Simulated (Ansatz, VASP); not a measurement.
One calculation of Ti2Ge, two programs

```
CELL_PARAMETERS angstrom
0.00000 4.59859 4.59859
4.59859 0.00000 4.59859
4.59859 4.59859 0.00000
ATOMIC_POSITIONS crystal
Ti 0.40062 0.40062 0.40062
Ti 0.40062 0.40062 0.79814
Ti 0.40062 0.79814 0.40062
Ti 0.79814 0.40062 0.40062
Ge 0.25000 0.25000 0.25000
Ge 0.00000 0.00000 0.00000
```

Alike in both runs: functional PBE; k mesh 4 × 4 × 4; occupations gaussian, width 0.1 eV; no spin polarisation.

Ansatz relaxed the structure, and its values are those at the end. VASP's run is a single point on that final structure, the one shown.

|  | VASP | Ansatz |
| --- | --- | --- |
| version | VASP 6.6.1 | Ansatz 0.2.0 |
| potentials or method | VASP PAW PBE potentials, release 64 (Ti_sv, Ge_d), cutoff 520 eV | scalar-relativistic, plane waves, PAW |
| valence electrons in the cell | 76 | 76 |

Ansatz gave:

- gap on the k mesh at the Fermi level (eV): none
- pressure (GPa): 0.0
- rms of the force components (eV/Å): 0.008

**Question.** What did VASP give for the same quantities?

**Answer.** gap on the k mesh at the Fermi level (eV): none; pressure (GPa): 0.0; rms of the force components (eV/Å): 0.012.

A gap of «none» marks a metal or a gap that the smearing closes.
